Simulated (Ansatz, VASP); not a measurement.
# One calculation of GaCo, two programs

File INCAR:

```
SYSTEM = GaCo
PREC = Accurate
ENCUT = 520
EDIFF = 1E-7
ISMEAR = 0
SIGMA = 0.15
LREAL = .FALSE.
LASPH = .TRUE.
NELM = 60
ALGO = Fast
ISIF = 2
LWAVE = .FALSE.
LCHARG = .FALSE.
GGA = PS
NBANDS = 18
```

Contents of KPOINTS:

```
regular mesh
0
G
  16 16 16
  0 0 0
```

Contents of POSCAR:

```
GaCo
1.0
    2.8831000000      0.0000000000      0.0000000000
    0.0000000000      2.8831000000      0.0000000000
    0.0000000000      0.0000000000      2.9984240000
Ga Co
1 1
Direct
    0.5000000000      0.5000000000      0.5000000000
    0.0000000000      0.0000000000      0.0000000000
```

Input for Ansatz:

```yaml
crystal:
  lattice:
    - [2.8831, 0.0, 0.0]
    - [0.0, 2.8831, 0.0]
    - [0.0, 0.0, 2.998424]
  atoms:
    - { symbol: Ga, position: [0.5, 0.5, 0.5] }
    - { symbol: Co, position: [0.0, 0.0, 0.0] }
basis:
  ecutwfc: 420
kpoints:
  mp_grid: { grid: [16, 16, 16] }
hamiltonian:
  xc: pbesol
scf:
  occupations: { method: gaussian, width: 0.15 }
output:
  forces: true
  stress: true
  eigenvalues: true
  write_density: true
  write_potential: true
  elf: true
  volumetric_format: npy
```

Change from the starting cell: strain +0.000 along x and y, +0.040 along z, atoms carried along.

Alike in both runs: task single point; functional PBEsol; k mesh 16 × 16 × 16; occupations gaussian, width 0.15 eV; no spin polarisation.

|  | VASP | Ansatz |
| --- | --- | --- |
| version | VASP 6.6.1 | Ansatz 0.2.0 |
| potentials or method | VASP PAW PBE potentials, release 64 (Ga_d, Co), cutoff 520 eV | scalar-relativistic, plane waves, PAW |
| valence electrons in the cell | 22 | 30 |

```tsv
	VASP	Ansatz	Ansatz less VASP
gap on the k mesh at the Fermi level (eV)	none	none	-
pressure (GPa)	-13.7	-13.8	-0.15
traceless stress, the component that is largest in VASP (GPa)	-0.70	-0.68	+0.017
```

VASP's potentials were made for PBE, not for PBEsol. A gap of «none» marks a metal or a gap that the smearing closes. VASP's potentials hold 22 valence electrons a cell and Ansatz's 30, so a difference there can come from the potentials and not from the codes.
